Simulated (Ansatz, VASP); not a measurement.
**Two plane-wave programs on Zr3TiN4**

```
CELL_PARAMETERS angstrom
3.20393 0.00000 0.00000
0.00000 3.20393 0.00000
0.00000 0.00000 9.03306
ATOMIC_POSITIONS crystal
Zr 0.50000 0.50000 0.24163
Zr 0.00000 0.00000 0.50000
Zr 0.50000 0.50000 0.75837
Ti 0.00000 0.00000 0.00000
N 0.00000 0.00000 0.75725
N 0.50000 0.50000 0.00000
N 0.00000 0.00000 0.24275
N 0.50000 0.50000 0.50000
```

Alike in both runs: functional PBE; k mesh 12 × 12 × 4; occupations gaussian, width 0.1 eV; no spin polarisation.

Ansatz relaxed the structure, and its values are those at the end. VASP's run is a single point on that final structure, the one shown.

```csv
,VASP,Ansatz
version,VASP 6.6.1,Ansatz 0.2.0
potentials or method,"VASP PAW PBE potentials, release 64 (Zr_sv, Ti_sv, N), cutoff 520 eV","scalar-relativistic, plane waves, PAW"
valence electrons in the cell,68,68
```

VASP gave:

- gap on the k mesh at the Fermi level (eV): none
- pressure (GPa): 0.3

Question: Which values does Ansatz return?

Answer: gap on the k mesh at the Fermi level (eV): none; pressure (GPa): 0.0.

A gap of «none» marks a metal or a gap that the smearing closes. With one functional, cell and mesh, what is left measures potentials, basis and numerics.
